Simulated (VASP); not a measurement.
Write the native input for VASP 6.6.1 that does the following.

```
Task                   : relaxation of cell and atoms
Functional             : PBE
Potentials or basis    : VASP PAW PBE potentials, release 64 (Si, Sn_d, Te, Se)
Cutoff                 : 600 eV
k mesh                 : 8 × 8 × 6
Occupations            : gaussian, width 0.1 eV
Spin                   : no spin polarisation
Dipole correction      : no
Further INCAR settings : ALGO = Normal; EDIFF = 1e-06; IBRION = 2; EDIFFG = -0.01; NSW = 100; ISIF = 3
```

The structure of SiSnTeSe3 lies in POSCAR:

```
SiSnTeSe3
1.0
    5.5464142332      0.0000000000      0.0000000000
    0.0000000000      5.5464142332      0.0000000000
    0.0000000000      0.0000000000      5.9084965344
Si Sn Te Se
1 1 1 3
Direct
    0.0000000000      0.0000000000      0.0000000000
    0.5000000000      0.5000000000      0.0000000000
    0.5000000000      0.5000000000      0.5000000000
    0.0000000000      0.5000000000      0.5000000000
    0.5000000000      0.0000000000      0.5000000000
    0.0000000000      0.0000000000      0.5000000000
```

The cell was built from a structure type or drawn by symmetry, and may not be a known phase.

One way to write it, as run:

INCAR

```
SYSTEM = SiSnTeSe3
PREC = Accurate
ENCUT = 600
EDIFF = 1E-6
ISMEAR = 0
SIGMA = 0.1
LREAL = .FALSE.
LASPH = .TRUE.
NELM = 80
ALGO = Normal
ISIF = 3
LWAVE = .FALSE.
LCHARG = .FALSE.
GGA = PE
IBRION = 2
NSW = 100
EDIFFG = -0.01
```

KPOINTS

```
regular mesh
0
G
  8 8 6
  0 0 0
```

Potentials or basis: VASP PAW PBE potentials, release 64 (Si, Sn_d, Te, Se).

Run with:

```console
$ cat potpaw_PBE.64/Si/POTCAR potpaw_PBE.64/Sn_d/POTCAR potpaw_PBE.64/Te/POTCAR potpaw_PBE.64/Se/POTCAR > POTCAR
$ mpirun -np 1 vasp_std > vasp.out
```

Results of the run:

| Property | Result |
| --- | --- |
| Relaxed volume | 30.03 Å³/atom |
| Relaxed cell | a = 5.547 Å, b = 5.547 Å, c = 5.856 Å, α = 90.00°, β = 90.00°, γ = 90.00° |
| Space group after relaxing (to 0.1 Å) | P4/mmm (No. 123) |
| Energy gained by relaxing | 0.7 meV/atom |
| Ionic steps | 4 |
| Pressure after relaxing | 0.0 GPa |

Caveat: the highest band is partly filled, so the run has too few bands.

Wall time 19 min on 1 thread of Intel Xeon 8259CL (shared host), peak memory 0.63 GiB.
